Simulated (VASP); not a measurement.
Set up this calculation in VASP 6.6.1, as the native input.

```yaml
Task: single point
Functional: LDA
Potentials_or_basis: VASP PAW LDA potentials, release 64 (Si, W_sv)
Cutoff: 520 eV
k_mesh: 20 × 20 × 20
Occupations: gaussian, width 0.15 eV
Spin: no spin polarisation
Dipole_correction: no
Further_INCAR_settings: ALGO = Normal; EDIFF = 1e-07; NBANDS = 18
```

The structure of Si2W lies in POSCAR:

```
Si2W
1.0
   -1.5928550571      1.5928550571      3.8862445622
    1.5928550571     -1.5928550571      3.8862445622
    1.5928550571      1.5928550571     -3.8862445622
Si W
2 1
Direct
    0.3346644983      0.3346644983      0.0000000000
    0.6653355017      0.6653355017      0.0000000000
    0.0000000000      0.0000000000      0.0000000000
```

One way to write it, as run:

INCAR

```
SYSTEM = Si2W
PREC = Accurate
ENCUT = 520
EDIFF = 1E-7
ISMEAR = 0
SIGMA = 0.15
LREAL = .FALSE.
LASPH = .TRUE.
NELM = 100
ALGO = Normal
ISIF = 2
LWAVE = .FALSE.
LCHARG = .TRUE.
GGA = CA
LELF = .TRUE.
LVHAR = .TRUE.
NBANDS = 18
```

KPOINTS

```
Automatic mesh
0
G
  20 20 20
  0 0 0
```

Potentials or basis: VASP PAW LDA potentials, release 64 (Si, W_sv).

Run with:

```sh
$ cat potpaw_LDA.64/Si/POTCAR potpaw_LDA.64/W_sv/POTCAR > POTCAR
$ mpirun -np 1 vasp_std > vasp.out
```

It gave:

```json
{"Pressure": "0.7 GPa", "Largest force": "0.007 eV/Å", "Band gap on the k mesh": "zero (band 11 reaches 12.99 eV, above the bottom of band 12 at 11.69 eV)"}
```

Caveat: spin-orbit coupling is left out, which moves the levels of the heavy elements.

It took 7.8 min on 1 thread of Intel(R) Xeon(R) 6975P-C (Granite Rapids) (shared host), peak memory 0.5 GiB.
